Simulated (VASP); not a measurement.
# K3LuN2 (P6/mmm) in VASP: further runs

Runs on K3LuN2. Level: PBE. Tasks: single point, relaxation of cell and atoms.

All numbers are computed with VASP 6.6.1; they aren't measurements. Logs are shortened: lines on timing, memory, paths and dates and some standing lists are left out, and cuts for length are marked.

**1. The cell of the first run**

The structure is hexagonal, space group P6/mmm (No. 191). The conventional cell has a = 6.073 Å, b = 6.073 Å, c = 5.722 Å, α = 90.00°, β = 90.00°, γ = 120.00°. Within 4.0 Å of K (site symmetry mmm) lie 4 K at 3.04 Å and 4 N at 3.16 Å. Lu (site symmetry 6/mmm) has 2 N at 2.00 Å within 2.6 Å. Within 2.3 Å of N (site symmetry 6mm) lie 1 N at 1.72 Å and 1 Lu at 2.00 Å.

**2. Single point, PBE**

INCAR

```
PREC = Accurate
ENCUT = 520
EDIFF = 1E-6
ISMEAR = 0
SIGMA = 0.1
LREAL = F
LASPH = T
NELM = 80
ALGO = Normal
ISIF = 2
LWAVE = F
LCHARG = F
GGA = PE
NBANDS = 40
```

KPOINTS

```
regular mesh
0
Gamma
  3 3 4
```

POSCAR

```
K3LuN2
1.0
    6.0726874500      0.0000000000      0.0000000000
   -3.0363437200      5.2591016000      0.0000000000
    0.0000000000      0.0000000000      5.7223188300
K Lu N
3 1 2
Direct
    0.5000000000      0.0000000000      0.5000000000
    0.0000000000      0.5000000000      0.5000000000
    0.5000000000      0.5000000000      0.5000000000
    0.0000000000      0.0000000000      0.0000000000
    0.0000000000      0.0000000000      0.6505019100
    0.0000000000      0.0000000000      0.3494980900
```

Potentials or basis: VASP PAW PBE potentials, release 64 (K_sv, Lu, N).

Launch:

```bash
> cat potpaw_PBE.64/K_sv/POTCAR potpaw_PBE.64/Lu/POTCAR potpaw_PBE.64/N/POTCAR > POTCAR
> mpirun -np 1 vasp_std > vasp.out
```

OUTCAR:

```text
PREC = Accurate
   ENCUT = 520
   EDIFF = 1E-6
   ISMEAR = 0
   LREAL = F
   LASPH = T
   NELM = 80
   ISIF = 2
   GGA = PE

 ion  position               nearest neighbor table
   1  0.500  0.000  0.500-   3 3.04   3 3.04   2 3.04   2 3.04
   2  0.000  0.500  0.500-   3 3.04   3 3.04   1 3.04   1 3.04
   3  0.500  0.500  0.500-   1 3.04   1 3.04   2 3.04   2 3.04
   4  0.000  0.000  0.000-   5 2.00   6 2.00
   5  0.000  0.000  0.651-   6 1.72   4 2.00
   6  0.000  0.000  0.349-   5 1.72   4 2.00

  LATTYP: Found a hexagonal cell.
 ALAT       =     6.0726874500
 C/A-ratio  =     0.9423041902

  Lattice vectors:

 A1 = (   6.0726874500,   0.0000000000,   0.0000000000)
 A2 = (  -3.0363437200,   5.2591016000,   0.0000000000)
 A3 = (   0.0000000000,   0.0000000000,   5.7223188300)

Analysis of symmetry for initial positions (statically):
=====================================================================
 Subroutine PRICEL returns:
 Original cell was already a primitive cell.

 Routine SETGRP: Setting up the symmetry group for a
 hexagonal supercell.

 Subroutine GETGRP returns: Found 24 space group operations
 (whereof 24 operations were pure point group operations)
 out of a pool of 24 trial point group operations.

The static configuration has the point symmetry D_6h.

Analysis of symmetry for dynamics (positions and initial velocities):
=====================================================================
 Subroutine PRICEL returns:
 Original cell was already a primitive cell.

 Routine SETGRP: Setting up the symmetry group for a
 hexagonal supercell.

 Subroutine GETGRP returns: Found 24 space group operations
 (whereof 24 operations were pure point group operations)
 out of a pool of 24 trial point group operations.

The dynamic configuration has the point symmetry D_6h.

 Subroutine INISYM returns: Found 24 space group operations
 (whereof 24 operations are pure point group operations),
 and found     1 'primitive' translations

----------------------------------------------------------------------------------------

                                     Primitive cell

  volume of cell :     182.7530

  direct lattice vectors                    reciprocal lattice vectors
     6.072687450  0.000000000  0.000000000     0.164671739  0.095073272  0.000000000
    -3.036343720  5.259101600  0.000000000     0.000000000  0.190146545  0.000000000
     0.000000000  0.000000000  5.722318830     0.000000000  0.000000000  0.174754331

  length of vectors
     6.072687450  6.072687447  5.722318830     0.190146545  0.190146545  0.174754331

  position of ions in fractional coordinates (direct lattice)
     0.500000000  0.000000000  0.500000000
     0.000000000  0.500000000  0.500000000
     0.500000000  0.500000000  0.500000000
     0.000000000  0.000000000  0.000000000
     0.000000000  0.000000000  0.650501910
     0.000000000  0.000000000  0.349498090

  ion indices of the primitive-cell ions
   primitive index   ion index
                 1           1
                 2           2
                 3           3
                 4           4
                 5           5
                 6           6

----------------------------------------------------------------------------------------

 KPOINTS: regular mesh

Automatic generation of k-mesh.
 Grid dimensions read from file:
 generate k-points for:    3    3    4

 Generating k-lattice:

  Cartesian coordinates                     Fractional coordinates (reciprocal lattice)
     0.054890580  0.031691091  0.000000000     0.333333333  0.000000000  0.000000000
     0.000000000  0.063382182  0.000000000     0.000000000  0.333333333  0.000000000
     0.000000000  0.000000000  0.043688583     0.000000000  0.000000000  0.250000000

  Length of vectors
     0.063382182  0.063382182  0.043688583

  Shift w.r.t. Gamma in fractional coordinates (k-lattice)
     0.000000000  0.000000000  0.000000000

 Subroutine IBZKPT returns following result:
 ===========================================

 Found      9 irreducible k-points:

 Following reciprocal coordinates:
            Coordinates               Weight
  0.000000  0.000000  0.000000      1.000000
  0.333333 -0.000000  0.000000      6.000000
  0.333333  0.333333  0.000000      2.000000
  0.000000  0.000000  0.250000      2.000000
  0.333333 -0.000000  0.250000     12.000000
  0.333333  0.333333  0.250000      4.000000
  0.000000  0.000000  0.500000      1.000000
  0.333333 -0.000000  0.500000      6.000000
  0.333333  0.333333  0.500000      2.000000
   k-points           NKPTS =      9   k-points in BZ     NKDIM =      9   number of bands    NBANDS=     40
   number of dos      NEDOS =    301   number of ions     NIONS =      6
   total plane-waves  NPLWV = 110592
   dimension x,y,z NGX =    48 NGY =   48 NGZ =   48
   dimension x,y,z NGXF=    96 NGYF=   96 NGZF=   96
   ions per type =               3   1   2
   NGX,Y,Z   is equivalent  to a cutoff of  13.14, 13.14, 13.95 a.u.
   NGXF,Y,Z  is equivalent  to a cutoff of  26.28, 26.28, 27.89 a.u.
 SYSTEM =  unknown system
   PREC   = accura    normal or accurate (medium, high low for compatibility)
   ISTART =      0    job   : 0-new  1-cont  2-samecut
   ICHARG =      2    charge: 1-file 2-atom 10-const
   ISPIN  =      1    spin polarized calculation?
   LNONCOLLINEAR =      F non collinear calculations
   LSORBIT =      F    spin-orbit coupling
   LASPH  =      T    aspherical Exc in radial PAW
   ENCUT  =  520.0 eV  38.22 Ry    6.18 a.u.  11.29 11.29 10.64*2*pi/ulx,y,z
   NELM   =     80;   NELMIN=  2; NELMDL= -5     # of ELM steps
   EDIFF  = 0.1E-05   stopping-criterion for ELM
   LREAL  =      F    real-space projection
   EDIFFG = 0.1E-04   stopping-criterion for IOM
   NSW    =      0    number of steps for IOM
   IBRION =     -1    ionic relax: 0-MD 1-quasi-New 2-CG
   NFREE  =      0    steps in history (QN), initial steepest desc. (CG)
   ISIF   =      2    stress and relaxation
   ISYM   =      2    0-nonsym 1-usesym 2-fastsym
   POTIM  = 0.5000    time-step for ionic-motion
   TEBEG  =    0.0;   TEEND  =   0.0 temperature during run
   PSTRESS=    0.0 pullay stress
   NELECT =      62.0000    total number of electrons
   NUPDOWN=      -1.0000    fix difference up-down
   EMIN   =  10.00;   EMAX   =-10.00  energy-range for DOS
   EFERMI =   0.00;   METHOD = LEGACY
   ISMEAR =     0;   SIGMA  =   0.10  broadening in eV -4-tet -1-fermi 0-gaus
   EFERMI_NEDOS =   21; number of points for ismear=-14 and -15
   IALGO  =     38    algorithm
   IMIX   =      4    mixing-type and parameters
     AMIX     =   0.40;   BMIX     =  1.00
     AMIX_MAG =   1.60;   BMIX_MAG =  1.00
  volume/ion in A,a.u.               =      30.46       205.55
  Fermi-wavevector in a.u.,A,eV,Ry     =   1.141784  2.157659 17.737511  1.303670
  Thomas-Fermi vector in A             =   2.278483
   LORBIT       =      0    0 simple, 1 ext, 2 COOP (PROOUT), +10 PAW based schemes
   GGA     = PE    functional components
   LHFCALC =     F    Hartree Fock is set to
   AEXX    =    0.0000 exact exchange contribution
   IVDW    =     0    specifies the selected vdW correction
   LEPSILON=     F    determine dielectric tensor
   LRPA    =     F    only Hartree local field effects (RPA)
 non-spin polarized calculation
 Gauss-broadening in eV      SIGMA  =   0.10
  energy-cutoff  :      520.00
  volume of cell :      182.75
 maximum number of plane-waves:      4941
 NGX is ok and might be reduce to    48
   NGX = 23   NGY = 23   NGZ = 21

 number of electron      62.0000008 magnetization

 Free energy of the ion-electron system (eV)
  ---------------------------------------------------
  ext. energy  EPLUGINS =         0.00000000
  ---------------------------------------------------
  free energy    TOTEN  =       -21.71268400 eV

  energy without entropy =      -21.69496848  energy(sigma->0) =      -21.70382624

 E-fermi :   1.3908     XC(G=0):  -7.7831

 val. band max:        1.3677996468   @ k =   0.3333   0.3333   0.0000
 cond. band min:       1.4023063662   @ k =   0.3333   0.3333   0.0000
 fundamental gap:      0.0345067194
 Fermi energy:         1.3908435553

 k-point     1 :       0.0000    0.0000    0.0000
  band No.  band energies     occupation
      1     -54.4819      2.00000
      2     -31.5354      2.00000
      3     -31.2210      2.00000
      4     -31.2210      2.00000
      5     -25.3419      2.00000
      6     -25.3419      2.00000
[... 32 lines left out ...]
     39       4.7969      0.00000
     40       5.0729      0.00000

 k-point     2 :       0.3333   -0.0000    0.0000
  band No.  band energies     occupation
      1     -54.4819      2.00000
      2     -31.4712      2.00000
      3     -31.2901      2.00000
      4     -31.2215      2.00000
      5     -25.3421      2.00000
      6     -25.3420      2.00000
[... 32 lines left out ...]
     39       4.7724      0.00000
     40       5.2461      0.00000

 k-point     3 :       0.3333    0.3333    0.0000
  band No.  band energies     occupation
      1     -54.4819      2.00000
      2     -31.3818      2.00000
      3     -31.3818      2.00000
      4     -31.2220      2.00000
      5     -25.3420      2.00000
      6     -25.3420      2.00000
[... 32 lines left out ...]
     39       4.4487      0.00000
     40       4.9465      0.00000

 k-point     4 :       0.0000    0.0000    0.2500
  band No.  band energies     occupation
      1     -54.4819      2.00000
      2     -31.5354      2.00000
      3     -31.2210      2.00000
      4     -31.2210      2.00000
      5     -25.3419      2.00000
      6     -25.3419      2.00000
[... 32 lines left out ...]
     39       5.3109      0.00000
     40       5.3345      0.00000
[... 127 lines left out ...]
     39       3.9841      0.00000
     40       5.2486      0.00000

 k-point     8 :       0.3333   -0.0000    0.5000
  band No.  band energies     occupation
      1     -54.4819      2.00000
      2     -31.4712      2.00000
      3     -31.2901      2.00000
      4     -31.2215      2.00000
      5     -25.3420      2.00000
      6     -25.3418      2.00000
[... 32 lines left out ...]
     39       4.5629      0.00000
     40       4.9840      0.00000

 k-point     9 :       0.3333    0.3333    0.5000
  band No.  band energies     occupation
      1     -54.4819      2.00000
      2     -31.3817      2.00000
      3     -31.3817      2.00000
      4     -31.2220      2.00000
      5     -25.3420      2.00000
      6     -25.3420      2.00000
[... 32 lines left out ...]
     39       5.1436      0.00000
     40       5.1458      0.00000

------------------------ aborting loop because EDIFF is reached ----------------------------------------

  FORCE on cell =-STRESS in cart. coord.  units (eV):
  Direction    XX          YY          ZZ          XY          YZ          ZX
  --------------------------------------------------------------------------------------
  -------------------------------------------------------------------------------------
  Total        0.8610349      0.8610349     -1.0561313      0.0000000      0.0000000      0.0000000
  in kB        7.5486062      7.5486062     -9.2589977      0.0000000      0.0000000      0.0000000
  external PRESSURE =       1.9460716 kB  Pullay stress =       0.0000000 kB

 VOLUME and BASIS-vectors are now :
 -----------------------------------------------------------------------------
  energy-cutoff  :      520.00
  volume of cell :      182.75
      direct lattice vectors                 reciprocal lattice vectors
     6.072687450  0.000000000  0.000000000     0.164671739  0.095073272  0.000000000
    -3.036343720  5.259101600  0.000000000     0.000000000  0.190146545  0.000000000
     0.000000000  0.000000000  5.722318830     0.000000000  0.000000000  0.174754331

 POSITION                                       TOTAL-FORCE (eV/Angst)
 -----------------------------------------------------------------------------------
      3.03634      0.00000      2.86116        -0.000000     -0.000000      0.000000
     -1.51817      2.62955      2.86116        -0.000000     -0.000000      0.000000
      1.51817      2.62955      2.86116        -0.000000     -0.000000      0.000000
      0.00000      0.00000      0.00000        -0.000000     -0.000000      0.000000
      0.00000      0.00000      3.72238         0.000000      0.000000     -4.735960
      0.00000      0.00000      1.99994        -0.000000     -0.000000      4.735960
 -----------------------------------------------------------------------------------
    total drift:                                0.000000     -0.000000     -0.000000

  FREE ENERGIE OF THE ION-ELECTRON SYSTEM (eV)
  ---------------------------------------------------
  free  energy   TOTEN  =       -21.7126839973 eV

  energy  without entropy=      -21.6949684758  energy(sigma->0) =      -21.70382624
```

Run time: 65 s. Hardware: 1 thread of Intel Xeon Platinum 8488C (Sapphire Rapids), shared host; peak memory 0.36 GiB.

Results:

| Item | Value |
| --- | --- |
| Free energy | -21.7127 eV |
| Pressure | 0.2 GPa |
| Largest force | 4.736 eV/Å |
| Band gap on the k mesh | zero (band 31 reaches 1.37 eV, above the bottom of band 32 at 1.17 eV) |

Forces on the atoms (eV/Å):
```
K    0.000  0.000  0.000
K    0.000  0.000  0.000
K    0.000  0.000  0.000
Lu   0.000  0.000  0.000
N    0.000  0.000 -4.736
N    0.000  0.000  4.736
```

Stress tensor (GPa, compression positive):
```
 0.75  0.00  0.00
 0.00  0.75  0.00
 0.00  0.00 -0.93
```

Caveat: the k points lie up to 0.40 Å⁻¹ apart; spin-orbit coupling is left out, which moves the levels of the heavy elements; forces of over 1 eV/Å act on the atoms, so gaps and moduli don't describe the material at rest.

**3. Single point, PBE**

This run uses another cell than the first one, of 39.35 Å³/atom, 1.292 times its volume.

INCAR

```
  PREC = Accurate
  ENCUT = 520
  EDIFF = 1E-6
  ISMEAR = 0
  SIGMA = 0.1
  LREAL = F
  LASPH = T
  NELM = 60
  ALGO = Normal
  ISIF = 2
  LWAVE = F
  LCHARG = T
  GGA = PE
  LELF = T
  LVHAR = T
  NBANDS = 40
```

KPOINTS is that of step 2.

POSCAR

```
K3LuN2
1.0
    7.0911295834     -0.0000000034      0.0000000000
   -3.5455647888      6.1410983624      0.0000000000
    0.0000000000      0.0000000000      5.4216589354
K Lu N
3 1 2
Direct
    0.5000000000      0.0000000000      0.5000000000
    0.0000000000      0.5000000000      0.5000000000
    0.5000000000      0.5000000000      0.5000000000
    0.0000000000      0.0000000000      0.0000000000
    0.0000000000      0.0000000000      0.6151744746
    0.0000000000      0.0000000000      0.3848255254
```

Potentials or basis: VASP PAW PBE potentials, release 64 (K_sv, Lu, N).

Launch:

```bash
> cat potpaw_PBE.64/K_sv/POTCAR potpaw_PBE.64/Lu/POTCAR potpaw_PBE.64/N/POTCAR > POTCAR
> mpirun -np 1 vasp_std > vasp.out
```

Wall time 1.7 min (1 thread of Intel Xeon Platinum 8488C (Sapphire Rapids), shared host); peak memory 0.38 GiB.

The run converged. Its results:

```yaml
Free_energy: -23.2442 eV
Pressure: 0.2 GPa
Largest_force: 0.106 eV/Å
Band_gap_on_the_k_mesh: zero (band 31 reaches 0.86 eV, above the bottom of band 32 at 0.12 eV)
```

Forces on the atoms (eV/Å):
```
K    0.000  0.000  0.000
K    0.000  0.000  0.000
K    0.000  0.000  0.000
Lu   0.000  0.000  0.000
N    0.000  0.000  0.106
N    0.000  0.000 -0.106
```

Stress tensor (GPa, compression positive):
```
0.10 0.00 0.00
0.00 0.10 0.00
0.00 0.00 0.44
```

Levels at points of the mesh, in eV from the Fermi level:
| k point | band 28 | band 29 | band 30 | band 31 | band 32 | band 33 | band 34 | band 35 |
| --- | --- | --- | --- | --- | --- | --- | --- | --- |
| (0.00, 0.00, 0.00) | -4.60 | -2.03 | -0.62 | -0.62 | 0.92 | 0.92 | 0.94 | 2.04 |
| (0.00, 0.00, 0.50) | -4.08 | -1.07 | -0.40 | 0.24 | 0.24 | 1.47 | 1.76 | 1.76 |

Caveat: the standard files for N, O and F lose accuracy on very short bonds; spin-orbit coupling is left out, which moves the levels of the heavy elements.

(Continued in part 2 of 2.)
